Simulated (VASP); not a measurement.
Runs of VASP 6.6.1 on TiAl. The structure is that of space group P4/mmm (No. 123), or close to it. The cells are those of the table. 

```csv
task,cell,k mesh,cutoff (eV),gap on the mesh (eV),pressure (GPa)
single point,"a = 2.936, b = 2.936, c = 3.858 Å, 2 atoms",18 × 18 × 14,520,none,-4.1
single point,"a = 2.894, b = 2.894, c = 3.993 Å, 2 atoms",18 × 18 × 14,520,none,(a)
single point,"a = 2.810, b = 2.810, c = 4.066 Å, 2 atoms",14 × 14 × 10,520,none,0.2
single point,"a = 2.936, b = 2.936, c = 3.956 Å, 2 atoms",18 × 18 × 14,520,none,-6.5
relaxation of cell and atoms,"relaxed to 2 GPa from a = 2.792, b = 2.792, c = 4.040 Å, 2 atoms",14 × 14 × 10,600,none,2.0
```

Alike in all rows: level r2SCAN; potentials or basis VASP PAW PBE potentials, release 64 (Ti_sv, Al); no spin polarisation; smearing gaussian 0.1 eV.

Fill in the values left out.

(a) -4.5.

Caveats: the PAW data sets were made with another functional, which shifts forces and pressure a little; the cell stands under tension (at least some runs); the cell is relaxed towards a set pressure, so the run minimises the enthalpy, not the energy (at least some runs).

A gap of «none» marks levels without a gap at the run's occupations.
